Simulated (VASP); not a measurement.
# C (P2_1/m) in VASP: notebook, part 2 of 2

VASP 6.6.1. The steps go on from the part before.

### Step 3. Single point, PBEsol+D3(BJ) (engineering shear strain xy -0.2250, normal strain along z -0.0350)

Contents of INCAR:

```
SYSTEM = C
ALGO     = Normal         ! electronic algorithm
EDIFF    = 1E-6           ! SCF threshold, eV
ENCUT    = 520            ! plane-wave cutoff, eV
GGA      = PS             ! functional
ISIF     = 2              ! what is computed and relaxed
ISMEAR   = 0              ! smearing method
IVDW     = 12             ! dispersion correction
LASPH    = .True.         ! aspherical terms in the spheres
LCHARG   = .False.        ! write CHGCAR
LREAL    = .False.        ! projectors in reciprocal space
LWAVE    = .False.        ! write WAVECAR
NBANDS   = 16             ! bands
NELM     = 100            ! most SCF steps
PREC     = Accurate       ! precision mode
SIGMA    = 0.15           ! smearing width, eV
```

Contents of KPOINTS:

```
k-points
0
Gamma
  18 18 6
  0 0 0
```

Contents of POSCAR:

```
C
1.0
    2.4580081303     -0.2765259146      0.0000000000
   -1.4684825321      2.2669604409      0.0000000000
    0.0000000000      0.0000000000      6.3497547534
C
4
Direct
    0.0000000000      0.0000000000      0.0025000000
    0.0000000000      0.0000000000      0.5025000000
    0.3333333333      0.6666666667      0.0025000000
    0.6666666667      0.3333333333      0.5025000000
```

Potentials or basis: VASP PAW PBE potentials, release 64 (C).

The run is started by

```console
$ cat potpaw_PBE.64/C/POTCAR > POTCAR
$ mpirun -np 1 vasp_std > vasp.out
```

It took 3.5 min on 1 thread of Intel Xeon Platinum 8259CL at 2.50GHz (Skylake/Cascade Lake), shared host; peak memory 0.35 GiB.

It converged, with:

```
Free energy                : -36.3454 eV
Pressure                   : 22.7 GPa
Largest force              : 3.729 eV/Å
Dispersion energy per atom : -0.106 eV
```

Forces in eV/Å, atoms in the order of the input:
```
C    3.358  1.515  0.000
C   -3.358 -1.515  0.000
C   -3.402 -1.527  0.000
C    3.402  1.527  0.000
```

Stress tensor (GPa, compression positive):
```
 34.43 113.41   0.00
113.41  32.18   0.00
  0.00   0.00   1.48
```

Caveat: the cell differs from its parent crystal (engineering shear strain xy -0.2250, normal strain along z -0.0350); the cell stands under pressure; the PAW data sets were made with another functional, which shifts forces and pressure a little.

### Step 4. Single point, PBEsol+D3(BJ) (engineering shear strain xy -0.2250, normal strain along z +0.0000)

Contents of INCAR:

```
SYSTEM = C
PREC = Accurate
ENCUT = 520
EDIFF = 1E-7
ISMEAR = 0
SIGMA = 0.15
LREAL = .FALSE.
LASPH = .TRUE.
NELM = 80
ALGO = Normal
ISIF = 2
LWAVE = .FALSE.
LCHARG = .FALSE.
GGA = PS
IVDW = 12
NBANDS = 16
```

Contents of KPOINTS:

```
Automatic mesh
0
G
  18 18 6
  0 0 0
```

Edit POSCAR of step 3 so:

```diff
@@ -4,3 +4,3 @@
    -1.4684825321      2.2669604409      0.0000000000
-    0.0000000000      0.0000000000      6.3497547534
+    0.0000000000      0.0000000000      6.5800567393
 C
```

Potentials or basis: VASP PAW PBE potentials, release 64 (C).

The run is started by

```console
$ cat potpaw_PBE.64/C/POTCAR > POTCAR
$ mpirun -np 1 vasp_std > vasp.out
```

OUTCAR:

```text
SYSTEM = C
   PREC = Accurate
   ENCUT = 520
   EDIFF = 1E-7
   ISMEAR = 0
   LREAL = .FALSE.
   LASPH = .TRUE.
   NELM = 80
   ISIF = 2
   GGA = PS
   IVDW = 12
 IVDW          = 12

 ion  position               nearest neighbor table
   1  0.000  0.000  0.002-   3 1.28   3 1.43   3 1.56
   2  0.000  0.000  0.502-   4 1.28   4 1.43   4 1.56
   3  0.333  0.667  0.002-   1 1.28   1 1.43   1 1.56
   4  0.667  0.333  0.502-   2 1.28   2 1.43   2 1.56

  LATTYP: Found a simple monoclinic cell.
 ALAT       =     2.2228338924
 B/A-ratio  =     2.9602107301
 C/A-ratio  =     1.1127749198
 COS(beta)  =    -0.3422668700

  Lattice vectors:

 A1 = (   0.9895255982,   1.9904345263,   0.0000000000)
 A2 = (   0.0000000000,   0.0000000000,  -6.5800567393)
 A3 = (  -2.4580081303,   0.2765259146,   0.0000000000)

Analysis of symmetry for initial positions (statically):
=====================================================================
 Subroutine PRICEL returns:
 Original cell was already a primitive cell.

 Routine SETGRP: Setting up the symmetry group for a
[... 176 lines left out ...]
 val. band max:        5.1520541146   @ k =   0.3889   0.1667   0.1667
 cond. band min:       5.5091384296   @ k =   0.3889   0.2222   0.0000
 fundamental gap:      0.3570843151
 Fermi energy:         5.3373648216

 k-point     1 :       0.0000    0.0000    0.0000
  band No.  band energies     occupation
      1     -15.0031      2.00000
      2     -14.6560      2.00000
      3      -3.9384      2.00000
      4      -1.7503      2.00000
      5       1.1695      2.00000
      6       1.1944      2.00000
[... 433 lines left out ...]
      3      -1.9950      2.00000
      4      -1.9105      2.00000
      5      -1.7159      2.00000
      6      -0.7936      2.00000
[... 8 lines left out ...]
     15      18.0312      0.00000
     16      18.1798      0.00000

 [... further k-points ...]

------------------------ aborting loop because EDIFF is reached ----------------------------------------

 Edisp (eV)   -0.40965

 E8    (eV) :    -0.1992

  FORCE on cell =-STRESS in cart. coord.  units (eV):
  Direction    XX          YY          ZZ          XY          YZ          ZX
  --------------------------------------------------------------------------------------
  -------------------------------------------------------------------------------------
  Total       7.07416     6.57699    -0.01260    23.23497     0.00000     0.00000
  in kB     333.41892   309.98630    -0.59387  1095.10931     0.00000     0.00000
  external pressure =      214.27 kB  Pullay stress =        0.00 kB

 VOLUME and BASIS-vectors are now :
 -----------------------------------------------------------------------------
  energy-cutoff  :      520.00
  volume of cell :       33.99
      direct lattice vectors                 reciprocal lattice vectors
     2.458008130 -0.276525915  0.000000000     0.438811801  0.284251746  0.000000000
    -1.468482532  2.266960441  0.000000000     0.053526666  0.475792588  0.000000000
     0.000000000  0.000000000  6.580056739     0.000000000  0.000000000  0.151974373

 POSITION                                       TOTAL-FORCE (eV/Angst)
 -----------------------------------------------------------------------------------
      0.00000      0.00000      0.01645         3.376395      1.523367      0.000000
      0.00000      0.00000      3.30648        -3.376395     -1.523367      0.000000
     -0.15965      1.41913      0.01645        -3.406320     -1.530507      0.000000
      1.14918      0.57130      3.30648         3.406320      1.530507      0.000000
 -----------------------------------------------------------------------------------
    total drift:                               -0.000000     -0.000000     -0.000011

  FREE ENERGIE OF THE ION-ELECTRON SYSTEM (eV)
  ---------------------------------------------------
  free  energy   TOTEN  =       -36.3511051566 eV

  energy  without entropy=      -36.3509524684  energy(sigma->0) =      -36.35102881
```

It took 2.7 min on 1 thread of Intel Xeon 6975P-C (Granite Rapids), shared host; peak memory 0.36 GiB.

Results:

- Free energy: -36.3511 eV
- Pressure: 21.4 GPa
- Largest force: 3.734 eV/Å
- Dispersion energy per atom: -0.102 eV

Forces on the atoms (eV/Å):
```
C    3.376  1.523  0.000
C   -3.376 -1.523  0.000
C   -3.406 -1.531  0.000
C    3.406  1.531  0.000
```

Caveat: the cell differs from its parent crystal (engineering shear strain xy -0.2250, normal strain along z +0.0000); the cell stands under pressure; the PAW data sets were made with another functional, which shifts forces and pressure a little.

### Step 5. Summary

| cell | pressure (GPa) | largest force (eV/Å) |
| --- | --- | --- |
| a = 2.486, b = 2.783, c = 6.350 Å, angles 90.0, 90.0, 132.3°, 4 atoms | 38.4 | 5.73 |
| a = 2.474, b = 2.701, c = 6.350 Å, angles 90.0, 90.0, 129.4°, 4 atoms | 22.7 | 3.73 |
| a = 2.474, b = 2.701, c = 6.580 Å, angles 90.0, 90.0, 129.4°, 4 atoms | 21.4 | 3.73 |

Alike in all rows: task single point; level PBEsol+D3(BJ); potentials or basis VASP PAW PBE potentials, release 64 (C); no spin polarisation; k mesh 18 × 18 × 6; cutoff (eV) 520; smearing gaussian 0.15 eV.

Caveats: the cell stands under pressure; the PAW data sets were made with another functional, which shifts forces and pressure a little.

Total energies depend on the potentials used, so only differences within one code and one set of settings carry meaning.
